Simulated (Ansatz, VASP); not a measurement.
# Mn2FeN2 in VASP and in Ansatz

```
Fe Mn N
1.0
     2.61512   -1.51510    0.00000
     2.61512    1.51510    0.00000
    -0.01474    0.00000    5.92731
Fe Mn N
1 2 2
Cartesian
  -0.0074 0.0000 2.9637
  3.4743 0.0000 4.9379
  1.7412 0.0000 0.9894
  3.4874 0.0000 1.5556
  1.7281 0.0000 4.3717
```

Alike in both runs: task single point; functional PBE; k mesh 10 × 10 × 5; occupations fermi-dirac, width 0.05 eV; collinear spin, ferromagnetic start.

|  | VASP | Ansatz |
| --- | --- | --- |
| version | VASP 6.6.1 | Ansatz 0.2.0 |
| potentials or method | VASP PAW PBE potentials, release 64 (Fe, Mn_pv, N) | Ansatz PAW |
| plane-wave cutoff (eV) | 520 | 420 |
| valence electrons in the cell | 44 | 56 |

VASP gave:

- gap on the k mesh at the Fermi level (eV): none
- pressure (GPa): -1.5
- traceless stress, the component that is largest in VASP (GPa): 0.86
- rms of the force components (eV/Å): 0.040
- net moment per atom (μB): 0.33
- size of the moment on the site where the two differ most (μB): 0.43

Problem. Which values does Ansatz return?

Solution. gap on the k mesh at the Fermi level (eV): none; pressure (GPa): -2.1; traceless stress, the component that is largest in VASP (GPa): 1.39; rms of the force components (eV/Å): 0.051; net moment per atom (μB): 0.33; size of the moment on the site where the two differ most (μB): 0.36.

Site moments also hang on the region over which each program counts them. Atom by atom the forces differ by 0.023 eV/Å (rms over components). A gap of «none» marks a metal or a gap that the smearing closes. VASP's potentials hold 44 valence electrons a cell and Ansatz's 56, so a difference there can come from the potentials and not from the codes.
